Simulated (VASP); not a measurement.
Set up this calculation in VASP 6.6.1, as the native input.

```yaml
Task: single point
Functional: LDA
Potentials_or_basis: VASP PAW LDA potentials, release 64 (Mg, O)
Cutoff: 520 eV
k_mesh: 8 × 8 × 8
Occupations: gaussian, width 0.1 eV
Spin: no spin polarisation
Dipole_correction: no
Further_INCAR_settings: ALGO = Normal; EDIFF = 1e-06; NBANDS = 11
```

The structure of MgO (de600) lies in POSCAR:

```
MgO
1.0
    0.0000000000      2.0805909298      2.0805909298
    2.0805909298      0.0000000000      2.0805909298
    2.0805909298      2.0805909298      0.0000000000
Mg O
1 1
Direct
    0.0000000000      0.0000000000      0.0000000000
    0.5000000000      0.5000000000      0.5000000000
```

The input as run:

INCAR

```
PREC = Accurate
ENCUT = 520
EDIFF = 1E-6
ISMEAR = 0
SIGMA = 0.1
LREAL = False
LASPH = True
NELM = 80
ALGO = Normal
ISIF = 2
LWAVE = False
LCHARG = False
GGA = CA
NBANDS = 11
```

KPOINTS

```
Automatic mesh
0
Gamma
  8 8 8
```

Potentials or basis: VASP PAW LDA potentials, release 64 (Mg, O).

Command:

```bash
$ cat potpaw_LDA.64/Mg/POTCAR potpaw_LDA.64/O/POTCAR > POTCAR
$ mpirun -np 1 vasp_std > vasp.out
```

It gave:

```json
{
  "Pressure": "-1.9 GPa",
  "Band gap on the k mesh": "5.02 eV, direct"
}
```

Wall time 6.3 s on 1 thread of Intel(R) Xeon(R) Platinum 8259CL CPU @ 2.50GHz (Skylake/Cascade Lake), with other jobs on the host, peak memory 0.13 GiB.
